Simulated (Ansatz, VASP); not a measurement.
# Cs: VASP beside Ansatz

Contents of POSCAR:

```
Cs
1.0
    0.0000000000      3.9603440712      3.9603440712
    3.9603440712      0.0000000000      3.9603440712
    3.9603440712      3.9603440712      0.0000000000
Cs
1
Direct
    0.0000000000      0.0000000000      0.0000000000
```

Contents of INCAR.step1:

```
SYSTEM = Cs
  PREC = Accurate
  ENCUT = 520
  ISMEAR = 0
  SIGMA = 0.05
  LREAL = .False.
  LASPH = .True.
  NELM = 80
  NBANDS = 10
  GGA = PE
  ALGO = Normal
  EDIFF = 1E-4
  LWAVE = .True.
  LCHARG = .False.
```

File INCAR.step2:

```
SYSTEM = Cs
  PREC = Accurate
  ENCUT = 520
  EDIFF = 1E-6
  ISMEAR = 0
  SIGMA = 0.05
  LREAL = .False.
  LASPH = .True.
  NELM = 80
  ALGO = Normal
  ISIF = 2
  LWAVE = .False.
  LCHARG = .False.
  METAGGA = R2SCAN
  LMIXTAU = .True.
  NBANDS = 10
  ISTART = 1
```

KPOINTS

```
Automatic mesh
0
Gamma
  10 10 10
  0 0 0
```

Input for Ansatz:

```yaml
crystal:
  lattice:
    - [0.0, 3.9603440712, 3.9603440712]
    - [3.9603440712, 0.0, 3.9603440712]
    - [3.9603440712, 3.9603440712, 0.0]
  atoms:
    - { symbol: Cs, position: [0.0, 0.0, 0.0] }
basis:
  ecutwfc: 500
  ecutrho_ratio: 4
kpoints:
  mp_grid: { grid: [10, 10, 10] }
hamiltonian:
  xc: r2scan
scf:
  occupations: { method: gaussian, width: 0.05 }
output:
  forces: true
  stress: true
  eigenvalues: true
```

Alike in both runs: task single point; functional r2SCAN; k mesh 10 × 10 × 10; occupations gaussian, width 0.05 eV; no spin polarisation.

|  | VASP | Ansatz |
| --- | --- | --- |
| version | VASP 6.6.1 | Ansatz 0.2.0 |
| potentials or method | VASP PAW PBE potentials, release 64 (Cs_sv), cutoff 520 eV | scalar-relativistic, plane waves, PAW |
| valence electrons in the cell | 9 | 9 |

|  | VASP | Ansatz | Ansatz less VASP |
| --- | --- | --- | --- |
| pressure (GPa) | 0.0 | 0.0 | +0.01 |

VASP's potentials were made for PBE, not for r2SCAN.

Spin-orbit coupling is off throughout.
